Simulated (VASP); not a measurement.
A run of VASP 6.6.1:

The input INCAR:

```
ALGO     = Normal         # electronic algorithm
EDIFF    = 1E-6           # SCF threshold, eV
ENCUT    = 520            # plane-wave cutoff, eV
ISIF     = 2              # what is computed and relaxed
ISMEAR   = 0              # smearing method
LASPH    = T              # aspherical terms in the spheres
LCHARG   = F              # write CHGCAR
LREAL    = F              # projectors in reciprocal space
LWAVE    = F              # write WAVECAR
NBANDS   = 50             # bands
NELM     = 100            # most SCF steps
PREC     = Accurate       # precision mode
SIGMA    = 0.15           # smearing width, eV
```

The input KPOINTS:

```
k-points
0
Gamma
  9 9 8
```

File POSCAR:

```
Ta2N
1.0
    5.3004953848      0.0000000000      0.0000000000
   -2.6502476924      4.5903636559      0.0000000000
    0.0000000000      0.0000000000      4.7524241620
Ta N
6 3
Direct
    0.6310702833      0.6310702833      0.7526041962
    0.0000000000      0.3689297167      0.7526041962
    0.3689297167      0.0000000000      0.7526041962
    0.3689297167      0.3689297167      0.2473958038
    0.0000000000      0.6310702833      0.2473958038
    0.6310702833      0.0000000000      0.2473958038
    0.6666666667      0.3333333333      0.5000000000
    0.3333333333      0.6666666667      0.5000000000
    0.0000000000      0.0000000000      0.0000000000
```

Potentials or basis: VASP PAW LDA potentials, release 64 (Ta_pv, N).

Run with:

```bash
$ cat potpaw_LDA.64/Ta_pv/POTCAR potpaw_LDA.64/N/POTCAR > POTCAR
$ mpirun -np 1 vasp_std > vasp.out
```

Hardware: 1 thread of Intel(R) Xeon(R) 6975P-C (Granite Rapids), on a shared host.

Question: Estimate the wall time of this run.

Answer: Run time: 4 min on 1 thread of Intel(R) Xeon(R) 6975P-C (Granite Rapids), with other jobs on the host, peak memory 0.42 GiB. Counts: scf iterations 15, k points 81.
